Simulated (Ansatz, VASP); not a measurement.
## TaC: VASP beside Ansatz

File INCAR:

```
PREC = Accurate ; ENCUT = 600
EDIFF = 1E-6 ; ISMEAR = -1
SIGMA = 0.05 ; LREAL = F
LASPH = T ; NELM = 120
ALGO = Normal ; ISIF = 2
LWAVE = F ; LCHARG = F
GGA = PS ; NBANDS = 14
GGA_COMPAT = F
```

Contents of KPOINTS:

```
Automatic mesh
0
Gamma
  16 16 16
```

Contents of POSCAR:

```
TaC
1.0
    0.0000000000      2.2270000000      2.2270000000
    2.2270000000      0.0000000000      2.2270000000
    2.2270000000      2.2270000000      0.0000000000
Ta C
1 1
Direct
    0.0000000000      0.0000000000      0.0000000000
    0.5000000000      0.5000000000      0.5000000000
```

Input for Ansatz:

```yaml
crystal:
  lattice:
    - [0.0, 2.227, 2.227]
    - [2.227, 0.0, 2.227]
    - [2.227, 2.227, 0.0]
  atoms:
    - { symbol: Ta, position: [0.0, 0.0, 0.0] }
    - { symbol: C, position: [0.5, 0.5, 0.5] }
kpoints:
  mp_grid: { grid: [16, 16, 16] }
  band_path:
    path:
      - [0.0, 0.0, 0.0]
      - [0.5, 0.0, 0.5]
      - [0.625, 0.25, 0.625]
      - [0.375, 0.375, 0.75]
      - [0.0, 0.0, 0.0]
      - [0.5, 0.5, 0.5]
      - [0.5, 0.25, 0.75]
      - [0.5, 0.0, 0.5]
    npoints: 5
scf:
  occupations: { method: fermi_dirac, width: 0.05 }
hamiltonian:
  xc: pbesol
  pseudopotentials: { kind: all_electron, lapw: { basis_error: 0.001 } }
output:
  forces: true
  stress: true
  eigenvalues: true
```

Alike in both runs: task single point; functional PBEsol; k mesh 16 × 16 × 16; occupations fermi-dirac, width 0.05 eV; no spin polarisation.

|  | VASP | Ansatz |
| --- | --- | --- |
| version | VASP 6.6.1 | Ansatz 0.2.0 |
| potentials or method | VASP PAW PBE potentials, release 64 (Ta_pv, C), cutoff 600 eV | all-electron LAPW, scalar-relativistic |

|  | VASP | Ansatz | Ansatz less VASP |
| --- | --- | --- | --- |
| pressure (GPa) | -2.5 | -3.4 | -0.86 |

VASP's potentials were made for PBE, not for PBEsol. Ansatz ran all-electron here, and VASP with PAW potentials.

Spin-orbit coupling is off throughout.
